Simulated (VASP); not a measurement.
# MgO (Fm-3m) in VASP: further runs, part 2 of 2

VASP 6.6.1. The steps go on from the part before.

## Step 4: Relaxation of cell and atoms, PBE

INCAR

```
SYSTEM = MgO
ALGO = Normal ; EDIFF = 1E-6
EDIFFG = -0.03 ; ENCUT = 600
GGA = PE ; IBRION = 2
ISIF = 3 ; ISMEAR = -1
LASPH = .True. ; LCHARG = .False.
LREAL = .False. ; LWAVE = .False.
NELM = 100 ; NSW = 60
PREC = Accurate ; SIGMA = 0.1
```

KPOINTS

```
k-points
0
Gamma
  10 10 10
  0 0 0
```

POSCAR

```
MgO
1.0
    0.0000000000      2.1550371600      2.1550371600
    2.1550371600      0.0000000000      2.1550371600
    2.1550371600      2.1550371600      0.0000000000
Mg O
1 1
Direct
    0.0000000000      0.0000000000      0.0000000000
    0.5000000000      0.5000000000      0.5000000000
```

Potentials or basis: VASP PAW PBE potentials, release 64 (Mg, O).

Started as:

```bash
$ cat potpaw_PBE.64/Mg/POTCAR potpaw_PBE.64/O/POTCAR > POTCAR
$ mpirun -np 1 vasp_std > vasp.out
```

OUTCAR:

```text
SYSTEM = MgO
   EDIFF = 1E-6
   EDIFFG = -0.03
   ENCUT = 600
   GGA = PE
   IBRION = 2
   ISIF = 3
   ISMEAR = -1
   LASPH = .True.
   LREAL = .False.
   NELM = 100
   NSW = 60
   PREC = Accurate

 ion  position               nearest neighbor table
   1  0.000  0.000  0.000-   2 2.16   2 2.16   2 2.16   2 2.16   2 2.16   2 2.16
   2  0.500  0.500  0.500-   1 2.16   1 2.16   1 2.16   1 2.16   1 2.16   1 2.16

  LATTYP: Found a face centered cubic cell.
 ALAT       =     4.3100743200

  Lattice vectors:

 A1 = (   0.0000000000,   2.1550371600,   2.1550371600)
 A2 = (   2.1550371600,   0.0000000000,   2.1550371600)
 A3 = (   2.1550371600,   2.1550371600,   0.0000000000)

Analysis of symmetry for initial positions (statically):
=====================================================================
 Subroutine PRICEL returns:
 Original cell was already a primitive cell.

 Routine SETGRP: Setting up the symmetry group for a
 face centered cubic supercell.

 Subroutine GETGRP returns: Found 48 space group operations
 (whereof 48 operations were pure point group operations)
 out of a pool of 48 trial point group operations.

The static configuration has the point symmetry O_h .

[... 169 lines left out ...]
  in kB      -64.0502889    -64.0502889    -64.0502889      0.0000000     -0.0000000      0.0000000
  external PRESSURE =     -64.0502889 kB  Pullay stress =       0.0000000 kB
[... 59 lines left out ...]
--------------------------------------- Ionic step        3  -------------------------------------------

 number of electron       8.0000005 magnetization

 Free energy of the ion-electron system (eV)
  ---------------------------------------------------
  ext. energy  EPLUGINS =         0.00000000
  ---------------------------------------------------
  free energy    TOTEN  =       -11.91709233 eV

  energy without entropy =      -11.91709233  energy(sigma->0) =      -11.91709233

 E-fermi :   5.0668     XC(G=0): -10.9705

 val. band max:        3.0152567709   @ k =   0.0000   0.0000   0.0000
 cond. band min:       7.5241121070   @ k =   0.0000   0.0000   0.0000
 fundamental gap:      4.5088553361
 Fermi energy:         5.0667959776

 k-point     1 :       0.0000    0.0000    0.0000
  band No.  band energies     occupation
      1     -14.1315      2.00000
      2       3.0153      2.00000
      3       3.0153      2.00000
      4       3.0153      2.00000
      5       7.5241      0.00000
      6      18.6883      0.00000
      7      18.6883      0.00000
      8      18.6883      0.00000
[... 243 lines left out ...]
 k-point    24 :       0.4000    0.3000    0.0000
  band No.  band energies     occupation
      1     -12.9457      2.00000
      2      -0.4855      2.00000
      3       1.7454      2.00000
      4       1.9582      2.00000
      5      12.3664      0.00000
      6      13.1217      0.00000
      7      16.3766      0.00000
      8      20.8954      0.00000

 [... further k-points ...]

------------------------ aborting loop because EDIFF is reached ----------------------------------------

  FORCE on cell =-STRESS in cart. coord.  units (eV):
  Direction    XX          YY          ZZ          XY          YZ          ZX
  --------------------------------------------------------------------------------------
  -------------------------------------------------------------------------------------
  Total        0.0001492      0.0001492      0.0001492      0.0000000      0.0000000      0.0000000
  in kB        0.0125040      0.0125040      0.0125040      0.0000000      0.0000000      0.0000000
  external PRESSURE =       0.0125040 kB  Pullay stress =       0.0000000 kB
[... 17 lines left out ...]
  FREE ENERGIE OF THE ION-ELECTRON SYSTEM (eV)
  ---------------------------------------------------
  free  energy   TOTEN  =       -11.9170923298 eV

  energy  without entropy=      -11.9170923297  energy(sigma->0) =      -11.91709233

 reached required accuracy - stopping structural energy minimisation
```

OSZICAR:

```text
N       E                     dE             d eps       ncg     rms          rms(c)
DAV:   1     0.189665396335E+02    0.18967E+02   -0.51242E+03   816   0.998E+02
DAV:   2    -0.129322290918E+02   -0.31899E+02   -0.30154E+02   888   0.154E+02
DAV:   3    -0.134525459318E+02   -0.52032E+00   -0.52032E+00   976   0.235E+01
[... 19 lines left out ...]
DAV:   1    -0.119253752199E+02   -0.96669E-02   -0.17879E-01   752   0.432E+00    0.688E-01
DAV:   2    -0.119172170797E+02    0.81581E-02   -0.59616E-02   752   0.180E+00    0.653E-02
DAV:   3    -0.119171320686E+02    0.85011E-04   -0.50140E-04   832   0.278E-01    0.413E-02
DAV:   4    -0.119170931550E+02    0.38914E-04   -0.44672E-05   792   0.739E-02    0.914E-03
DAV:   5    -0.119170923298E+02    0.82517E-06   -0.51000E-06   768   0.176E-02
   3 F= -.11917092E+02 E0= -.11917092E+02  d E =-.187004E-01
```

CONTCAR:

```text
MgO
   1.00000000000000
     0.0000000000000000    2.1221261163476299    2.1221261163476299
     2.1221261163476299   -0.0000000000000000    2.1221261163476299
     2.1221261163476299    2.1221261163476299    0.0000000000000000
  Mg              O
     1     1
Direct
     0.0000000000000000    0.0000000000000000    0.0000000000000000
     0.5000000000000000    0.5000000000000000    0.5000000000000000

  0.00000000E+00  0.00000000E+00  0.00000000E+00
  0.00000000E+00  0.00000000E+00  0.00000000E+00
```

Wall time 12 s (1 thread of Intel Xeon 6975P-C, shared host); peak memory 0.15 GiB.

What came out:

```
Free energy                            : -11.9171 eV
Relaxed volume                         : 9.56 Å³/atom
Relaxed cell                           : a = 3.001 Å, b = 3.001 Å, c = 3.001 Å, α = 60.00°, β = 60.00°, γ = 60.00°
Space group after relaxing (to 0.05 Å) : Fm-3m (No. 225)
Energy gained by relaxing              : 9.4 meV/atom
Ionic steps                            : 3
Pressure after relaxing                : 0.0 GPa
Band gap on the k mesh                 : 4.51 eV, direct
```

The path:
```tsv
step	energy change (eV)	largest force (eV/Å)	pressure (GPa)	volume (Å³)
1	0.0000	0.0000	-6.41	20.02
2	-0.0173	0.0000	1.92	18.88
3	-0.0187	0.0000	0.00	19.11
```

Final structure:
```
Mg O
1.0
     0.00000    2.12213    2.12213
     2.12213    0.00000    2.12213
     2.12213    2.12213    0.00000
Mg O
1 1
Direct
  0.00000 0.00000 0.00000
  0.50000 0.50000 0.50000
```

## Step 5: The runs side by side

```tsv
task	cell	cutoff (eV)	gap on the mesh (eV)	pressure (GPa)
single point	a = 3.048 Å, angles 60.0°, 2 atoms	520	4.08	-6.2
single point	a = 3.008 Å, angles 60.0°, 2 atoms	520	4.44	-0.8
relaxation of cell and atoms	relaxed from a = 3.048 Å, angles 60.0°, 2 atoms	600	4.51	0.0
```

Alike in all rows: level PBE; potentials or basis VASP PAW PBE potentials, release 64 (Mg, O); no spin polarisation; k mesh 10 × 10 × 10; smearing fermi-dirac 0.1 eV.

Absolute energies hang on the potentials; compare differences alone.

## Step 6: Against experiment

Step 3. Against the measured gap of MgO, 7.83 eV (quoted in “Electronic structure of alkaline earth and post-transition metal oxides”, 2009, arxiv:0908.1581), the calculated 4.44 eV is off by -3.39 eV. The value is that of PBE, without temperature or zero-point motion. Semilocal functionals fall short of measured gaps as a rule.
